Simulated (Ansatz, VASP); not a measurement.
## ZnSe in VASP and in Ansatz

```
Zn Se
1.0
     0.00000    2.81660    2.81660
     2.81660    0.00000    2.81660
     2.81660    2.81660    0.00000
Zn Se
1 1
Direct
  0.00000 0.00000 0.00000
  0.75000 0.75000 0.75000
```

Alike in both runs: functional PBEsol; k mesh 8 × 8 × 8; no spin polarisation.

Ansatz relaxed the structure, and its values are those at the end. VASP's run is a single point on that final structure, the one shown.

|  | VASP | Ansatz |
| --- | --- | --- |
| version | VASP 6.6.1 | Ansatz 0.2.0 |
| potentials or method | VASP PAW PBE potentials, release 64 (Zn, Se), cutoff 520 eV | scalar-relativistic, plane waves, PAW |
| occupations | gaussian, width 0.01 eV | fixed |
| valence electrons in the cell | 18 | 28 |

Ansatz gave:

```
gap on the k mesh at the Fermi level (eV) : 1.24
least direct gap on the mesh (eV)         : 1.24
pressure (GPa)                            : 0.0
```

Task: What did VASP give for the same quantities?

Result: gap on the k mesh at the Fermi level (eV): 1.24; least direct gap on the mesh (eV): 1.24; pressure (GPa): 0.3.

VASP's potentials were made for PBE, not for PBEsol. VASP's potentials hold 18 valence electrons a cell and Ansatz's 28, so a difference there can come from the potentials and not from the codes.
